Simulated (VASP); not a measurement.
A run of VASP 6.6.1:

Contents of INCAR:

```
SYSTEM = SnO2
PREC = Accurate ; ENCUT = 520
EDIFF = 1E-6 ; ISMEAR = 0
SIGMA = 0.01 ; LREAL = .FALSE.
LASPH = .TRUE. ; NELM = 60
ALGO = Normal ; ISIF = 2
LWAVE = .FALSE. ; LCHARG = .FALSE.
GGA = B5 ; ALDAX = 1.0
AGGAX = 1.0 ; AGGAC = 1.0
ALDAC = 0.0 ; NBANDS = 35
```

The input KPOINTS:

```
Automatic mesh
0
G
  6 4 6
  0 0 0
```

Contents of POSCAR:

```
SnO2
1.0
    4.7880040000      0.0000000000      0.0000000000
    0.0000000000      4.8665820000      0.0000000000
    0.0000000000      0.0000000000      3.2408980000
Sn O
2 4
Direct
    0.5000000000      0.5000000000      0.5000000000
    0.0000000000      0.0000000000      0.0000000000
    0.2918550000      0.3210420000      0.0000000000
    0.7918550000      0.1789580000      0.5000000000
    0.2081450000      0.8210420000      0.5000000000
    0.7081450000      0.6789580000      0.0000000000
```

Potentials or basis: VASP PAW PBE potentials, release 64 (Sn_d, O).

Command:

```bash
$ cat potpaw_PBE.64/Sn_d/POTCAR potpaw_PBE.64/O/POTCAR > POTCAR
$ mpirun -np 1 vasp_std > vasp.out
```

Hardware: 1 thread of Intel(R) Xeon(R) 6975P-C (Granite Rapids), with other jobs on the host.

Q: Estimate the wall time of this run.

A: Wall time 56 s on 1 thread of Intel(R) Xeon(R) 6975P-C (Granite Rapids), with other jobs on the host, peak memory 0.24 GiB. Counts: scf iterations 14, k points 48.
